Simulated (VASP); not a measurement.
Wanted: the native input for a VASP 6.6.1 run.

| Quantity | Value |
| --- | --- |
| Task | single point |
| Functional | PBE |
| Dispersion | D3(BJ) |
| Potentials or basis | VASP PAW PBE potentials, release 64 (Sn_d, Te) |
| Cutoff | 500 eV |
| k mesh | 3 × 3 × 3 |
| Occupations | fermi-dirac, width 0.05 eV |
| Spin | no spin polarisation |
| Dipole correction | no |
| Further INCAR settings | ALGO = Normal; EDIFF = 1e-06; NBANDS = 24 |

The structure of SnTe3 lies in POSCAR:

```
SnTe3
1.0
    0.0000000000      3.8612190000      3.8612190000
    3.8612190000      0.0000000000      3.8612190000
    3.8612190000      3.8612190000      0.0000000000
Sn Te
1 3
Direct
    0.0000000000      0.0000000000      0.0000000000
    0.2500000000      0.2500000000      0.2500000000
    0.7500000000      0.7500000000      0.7500000000
    0.5000000000      0.5000000000      0.5000000000
```

These files were run (other wordings do the same):

INCAR

```
ALGO = Normal ; EDIFF = 1E-6
ENCUT = 500 ; GGA = PE
GGA_COMPAT = False ; ISIF = 2
ISMEAR = -1 ; IVDW = 12
LASPH = True ; LCHARG = False
LREAL = False ; LWAVE = False
NBANDS = 24 ; NELM = 120
PREC = Accurate ; SIGMA = 0.05
```

KPOINTS

```
k-points
0
Gamma
  3 3 3
```

Potentials or basis: VASP PAW PBE potentials, release 64 (Sn_d, Te).

Launch:

```bash
$ cat potpaw_PBE.64/Sn_d/POTCAR potpaw_PBE.64/Te/POTCAR > POTCAR
$ mpirun -np 1 vasp_std > vasp.out
```

Results of the run:

- Pressure: -4.9 GPa
- Dispersion energy per atom: -0.469 eV

Caveat: the k points lie up to 0.47 Å⁻¹ apart; pairwise dispersion overbinds metals, which lowers pressure and volume.

It took 10 s on 1 thread of Intel(R) Xeon(R) 6975P-C (Granite Rapids), with other jobs on the host, peak memory 0.23 GiB.
